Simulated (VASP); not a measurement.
# O2 in VASP: a series of runs

O2 is run at these levels: PBEsol; tasks: single point.

Program: VASP 6.6.1. These are calculated values, not measurements. Logs are shortened: lines on timing, memory, paths and dates and some standing lists are left out, and cuts for length are marked.

## 1. The cell of the first run

The cell holds a molecule in a box, 2 atoms: a = 9.000 Å, b = 9.500 Å, c = 10.000 Å, α = 90.00°, β = 90.00°, γ = 90.00°.

## 2. Single point, PBEsol, collinear spin, ferromagnetic start

INCAR

```
SYSTEM = O
ALGO = Normal ; EDIFF = 1E-6
ENCUT = 520 ; GGA = PS
ISIF = 2 ; ISMEAR = -1
ISPIN = 2 ; LASPH = .True.
LCHARG = .False. ; LORBIT = 11
LREAL = .False. ; LWAVE = .False.
MAGMOM = 1 1 ; NBANDS = 17
NELM = 150 ; PREC = Accurate
SIGMA = 0.05
```

KPOINTS

```
k-points
0
Gamma
  1 1 1
  0 0 0
```

POSCAR

```
O
1.0
    9.0000000000      0.0000000000      0.0000000000
    0.0000000000      9.5000000000      0.0000000000
    0.0000000000      0.0000000000     10.0000000000
O
2
Direct
    0.5000000000      0.5000000000      0.4394958763
    0.5000000000      0.5000000000      0.5605041237
```

Potentials or basis: VASP PAW PBE potentials, release 64 (O).

On the command line:

```sh
cat potpaw_PBE.64/O/POTCAR > POTCAR
mpirun -np 1 vasp_gam > vasp.out
```

OUTCAR:

```text
SYSTEM = O
   EDIFF = 1E-6
   ENCUT = 520
   GGA = PS
   ISIF = 2
   ISMEAR = -1
   ISPIN = 2
   LASPH = .True.
   LORBIT = 11
   LREAL = .False.
   NELM = 150
   PREC = Accurate

 ion  position               nearest neighbor table
   1  0.500  0.500  0.439-   2 1.21
   2  0.500  0.500  0.561-   1 1.21

  LATTYP: Found a simple orthorhombic cell.
 ALAT       =     9.0000000000
 B/A-ratio  =     1.0555555556
 C/A-ratio  =     1.1111111111

  Lattice vectors:

 A1 = (   9.0000000000,   0.0000000000,   0.0000000000)
 A2 = (   0.0000000000,   9.5000000000,   0.0000000000)
 A3 = (   0.0000000000,   0.0000000000,  10.0000000000)

Analysis of symmetry for initial positions (statically):
=====================================================================
 Subroutine PRICEL returns:
 Original cell was already a primitive cell.

 Routine SETGRP: Setting up the symmetry group for a
 simple orthorhombic supercell.

 Subroutine GETGRP returns: Found  8 space group operations
 (whereof  8 operations were pure point group operations)
 out of a pool of  8 trial point group operations.

The static configuration has the point symmetry D_2h.

Analysis of symmetry for dynamics (positions and initial velocities):
=====================================================================
 Subroutine PRICEL returns:
 Original cell was already a primitive cell.

 Routine SETGRP: Setting up the symmetry group for a
 simple orthorhombic supercell.

 Subroutine GETGRP returns: Found  8 space group operations
 (whereof  8 operations were pure point group operations)
 out of a pool of  8 trial point group operations.

The dynamic configuration has the point symmetry D_2h.

Analysis of structural, dynamic, and magnetic symmetry:
=====================================================================
 Subroutine PRICEL returns:
 Original cell was already a primitive cell.

 Routine SETGRP: Setting up the symmetry group for a
 simple orthorhombic supercell.

 Subroutine GETGRP returns: Found  8 space group operations
 (whereof  8 operations were pure point group operations)
 out of a pool of  8 trial point group operations.

The overall configuration has the point symmetry D_2h.

 Subroutine INISYM returns: Found  8 space group operations
 (whereof  8 operations are pure point group operations),
 and found     1 'primitive' translations
[... 87 lines left out ...]
   EFERMI_NEDOS =   21; number of points for ismear=-14 and -15
   IALGO  =     38    algorithm
   IMIX   =      4    mixing-type and parameters
     AMIX     =   0.40;   BMIX     =  1.00
     AMIX_MAG =   1.60;   BMIX_MAG =  1.00
  volume/ion in A,a.u.               =     427.50      2884.91
  Fermi-wavevector in a.u.,A,eV,Ry     =   0.394893  0.746240  2.121703  0.155941
  Thomas-Fermi vector in A             =   1.339966
   LORBIT       =     11    0 simple, 1 ext, 2 COOP (PROOUT), +10 PAW based schemes
   GGA     = PS    functional components
   LHFCALC =     F    Hartree Fock is set to
   AEXX    =    0.0000 exact exchange contribution
   IVDW    =     0    specifies the selected vdW correction
   LEPSILON=     F    determine dielectric tensor
   LRPA    =     F    only Hartree local field effects (RPA)
 spin polarized calculation
  energy-cutoff  :      520.00
  volume of cell :      855.00
 maximum number of plane-waves:     11510
 NGX is ok and might be reduce to    70
   NGX = 33   NGY = 35   NGZ = 37

 number of electron      12.0000002 magnetization       2.0000001

 Free energy of the ion-electron system (eV)
  ---------------------------------------------------
  ext. energy  EPLUGINS =         0.00000000
  ---------------------------------------------------
  free energy    TOTEN  =       -10.26622606 eV

  energy without entropy =      -10.26622606  energy(sigma->0) =      -10.26622606

 E-fermi :  -5.4915     XC(G=0):  -0.6179

 val. band max:       -6.6245787295   @ k =   0.0000   0.0000   0.0000
 cond. band min:      -4.3611972933   @ k =   0.0000   0.0000   0.0000
 fundamental gap:      2.2633814363
 Fermi energy:        -5.4915054502

 spin component 1

 k-point     1 :       0.0000    0.0000    0.0000
  band No.  band energies     occupation
      1     -32.8620      1.00000
      2     -20.2088      1.00000
      3     -13.3757      1.00000
      4     -13.3757      1.00000
      5     -13.3617      1.00000
      6      -6.6246      1.00000
[... 9 lines left out ...]
     16       2.8073      0.00000
     17       2.8986      0.00000
 Fermi energy:        -5.4915054502

 spin component 2

 k-point     1 :       0.0000    0.0000    0.0000
  band No.  band energies     occupation
      1     -31.6139      1.00000
      2     -18.4284      1.00000
      3     -12.3310      1.00000
      4     -11.5387      1.00000
      5     -11.5387      1.00000
      6      -4.3612      0.00000
[... 9 lines left out ...]
     16       2.9746      0.00000
     17       2.9840      0.00000

------------------------ aborting loop because EDIFF is reached ----------------------------------------

  FORCE on cell =-STRESS in cart. coord.  units (eV):
  Direction    XX          YY          ZZ          XY          YZ          ZX
  --------------------------------------------------------------------------------------
  -------------------------------------------------------------------------------------
  Total       -0.0728503     -0.0726374      1.5835808     -0.0000000      0.0000000      0.0000000
  in kB       -0.1365137     -0.1361147      2.9674587     -0.0000000      0.0000000      0.0000000
  external PRESSURE =       0.8982768 kB  Pullay stress =       0.0000000 kB

 VOLUME and BASIS-vectors are now :
 -----------------------------------------------------------------------------
  energy-cutoff  :      520.00
  volume of cell :      855.00
      direct lattice vectors                 reciprocal lattice vectors
     9.000000000  0.000000000  0.000000000     0.111111111  0.000000000  0.000000000
     0.000000000  9.500000000  0.000000000     0.000000000  0.105263158  0.000000000
     0.000000000  0.000000000 10.000000000     0.000000000  0.000000000  0.100000000

 POSITION                                       TOTAL-FORCE (eV/Angst)
 -----------------------------------------------------------------------------------
      4.50000      4.75000      4.39496         0.000000      0.000000     -1.375198
      4.50000      4.75000      5.60504         0.000000      0.000000      1.375198
 -----------------------------------------------------------------------------------
    total drift:                                0.000000      0.000000      0.000000

  FREE ENERGIE OF THE ION-ELECTRON SYSTEM (eV)
  ---------------------------------------------------
  free  energy   TOTEN  =       -10.2662260618 eV

  energy  without entropy=      -10.2662260611  energy(sigma->0) =      -10.26622606

 total charge

# of ion       s       p       d       tot
------------------------------------------
    1        1.609   3.307   0.000   4.917
    2        1.609   3.307   0.000   4.917
--------------------------------------------------
tot          3.218   6.615   0.000   9.833

 magnetization (x)

# of ion       s       p       d       tot
------------------------------------------
    1        0.009   0.797   0.000   0.806
    2        0.009   0.797   0.000   0.806
--------------------------------------------------
tot          0.018   1.594   0.000   1.612
```

OSZICAR:

```text
N       E                     dE             d eps       ncg     rms          rms(c)
DAV:   1     0.127881991274E+03    0.12788E+03   -0.32752E+03    84   0.419E+02
DAV:   2     0.222194108975E+02   -0.10566E+03   -0.94831E+02   110   0.846E+01
[... 14 lines left out ...]
DAV:  17    -0.102661937528E+02   -0.30510E-04   -0.84032E-07    69   0.350E-03    0.586E-04
DAV:  18    -0.102662087821E+02   -0.15029E-04   -0.33479E-07    77   0.210E-03    0.400E-04
DAV:  19    -0.102662208484E+02   -0.12066E-04   -0.26712E-07    69   0.195E-03    0.185E-04
DAV:  20    -0.102662241059E+02   -0.32574E-05   -0.52296E-08    77   0.801E-04    0.118E-04
DAV:  21    -0.102662256071E+02   -0.15012E-05   -0.29191E-08    85   0.605E-04    0.677E-05
DAV:  22    -0.102662260618E+02   -0.45476E-06   -0.11099E-08    69   0.376E-04
   1 F= -.10266226E+02 E0= -.10266226E+02  d E =-.699554E-09  mag=     2.0000
```

Wall time 64 s (1 thread of Intel Xeon 6975P-C (Granite Rapids), shared host); peak memory 1 GiB.

Results:

```
Free energy                                           : -10.2662 eV
Largest force                                         : 1.375 eV/Å
Gap between the frontier levels                       : 2.26 eV
Net moment                                            : 2.00 μB per cell
Site moments                                          : O +0.81 μB
Valence electrons inside the program's atomic spheres : O 4.92
```

Forces on the atoms (eV/Å):
```
O    0.000  0.000 -1.375
O    0.000  0.000  1.375
```

Levels at points of the mesh, in eV from the valence-band top:
Spin up:
```
           k point  band 5  band 6  band 7  band 8  band 9  band 10
(0.00, 0.00, 0.00)   -6.74    0.00    0.00    6.36    7.58     7.91
```
Spin down:
```csv
k point,band 3,band 4,band 5,band 6,band 7,band 8
"(0.00, 0.00, 0.00)",-5.71,-4.91,-4.91,2.26,2.26,6.47
```

Caveat: the standard files for N, O and F lose accuracy on very short bonds; the PAW data sets were made with another functional, which shifts forces and pressure a little.

## 3. Single point, PBEsol, collinear spin, ferromagnetic start

INCAR

```
SYSTEM = O
ALGO = Normal ; EDIFF = 1E-6
ENCUT = 910 ; GGA = PS
GGA_COMPAT = .False. ; ISIF = 2
ISMEAR = -1 ; ISPIN = 2
LASPH = .True. ; LCHARG = .False.
LORBIT = 11 ; LREAL = .False.
LWAVE = .False. ; MAGMOM = 1 1
NBANDS = 17 ; NELM = 200
NELMDL = -8 ; PREC = Accurate
SIGMA = 0.05
```

KPOINTS is that of step 2.

POSCAR is that of step 2.

Potentials or basis: VASP PAW PBE potentials, release 64 (O_h).

On the command line:

```sh
cat potpaw_PBE.64/O_h/POTCAR > POTCAR
mpirun -np 1 vasp_gam > vasp.out
```

OUTCAR:

```text
SYSTEM = O
   EDIFF = 1E-6
   ENCUT = 910
   GGA = PS
   ISIF = 2
   ISMEAR = -1
   ISPIN = 2
   LASPH = .True.
   LORBIT = 11
   LREAL = .False.
   NELM = 200
   NELMDL = -8
   PREC = Accurate

 ion  position               nearest neighbor table
   1  0.500  0.500  0.439-   2 1.21
   2  0.500  0.500  0.561-   1 1.21

  LATTYP: Found a simple orthorhombic cell.
 ALAT       =     9.0000000000
 B/A-ratio  =     1.0555555556
 C/A-ratio  =     1.1111111111

  Lattice vectors:

[... 227 lines left out ...]
  in kB       -0.2491348     -0.2415133      0.2508185      0.0000000      0.0000000      0.0000000
  external PRESSURE =      -0.0799432 kB  Pullay stress =       0.0000000 kB

 VOLUME and BASIS-vectors are now :
 -----------------------------------------------------------------------------
  energy-cutoff  :      910.00
  volume of cell :      855.00
      direct lattice vectors                 reciprocal lattice vectors
     9.000000000  0.000000000  0.000000000     0.111111111  0.000000000  0.000000000
     0.000000000  9.500000000  0.000000000     0.000000000  0.105263158  0.000000000
     0.000000000  0.000000000 10.000000000     0.000000000  0.000000000  0.100000000

 POSITION                                       TOTAL-FORCE (eV/Angst)
 -----------------------------------------------------------------------------------
      4.50000      4.75000      4.39496         0.000000      0.000000     -0.201345
      4.50000      4.75000      5.60504         0.000000      0.000000      0.201345
 -----------------------------------------------------------------------------------
    total drift:                                0.000000     -0.000000      0.000000

  FREE ENERGIE OF THE ION-ELECTRON SYSTEM (eV)
  ---------------------------------------------------
  free  energy   TOTEN  =       -10.4504658039 eV

  energy  without entropy=      -10.4504658033  energy(sigma->0) =      -10.45046580

 total charge

# of ion       s       p       d       tot
------------------------------------------
    1        1.083   2.221   0.000   3.304
    2        1.083   2.221   0.000   3.304
--------------------------------------------------
tot          2.166   4.441   0.000   6.608

 magnetization (x)

# of ion       s       p       d       tot
------------------------------------------
    1        0.013   0.607   0.000   0.620
    2        0.013   0.607   0.000   0.620
--------------------------------------------------
tot          0.026   1.213   0.000   1.240
```

stdout:

```text
POSCAR found type information on POSCAR O
 POSCAR found :  1 types and       2 ions
 scaLAPACK will be used
 -----------------------------------------------------------------------------
|                                                                             |
|                                                                             |
|     You enforced a specific xc type in the INCAR file but a different       |
|     I HOPE YOU KNOW WHAT YOU ARE DOING!                                     |
|                                                                             |
 -----------------------------------------------------------------------------

 LDA part: xc-table for (Slater+PW92), standard interpolation
 POSCAR, INCAR and KPOINTS ok, starting setup
 FFT: planning ... GRIDC
 FFT: planning ... GRID_SOFT
 FFT: planning ... GRID
 WAVECAR not read
 entering main loop
```

Wall time 2.3 min (1 thread of AMD EPYC 9R45 (Zen 5), shared host); peak memory 1.8 GiB.

Results:

| Property | Result |
| --- | --- |
| Free energy | -10.4505 eV |
| Largest force | 0.201 eV/Å |
| Gap between the frontier levels | 2.27 eV |
| Net moment | 2.00 μB per cell |
| Site moments | O +0.62 μB |
| Valence electrons inside the program's atomic spheres | O 3.30 |

Forces on the atoms (eV/Å):
```
O    0.000  0.000 -0.201
O    0.000  0.000  0.201
```

Caveat: the cutoff is under 1.25 times the usual one of these potentials, so pressure, stress and relaxed cells hold a basis-set (Pulay) error; the PAW data sets were made with another functional, which shifts forces and pressure a little.
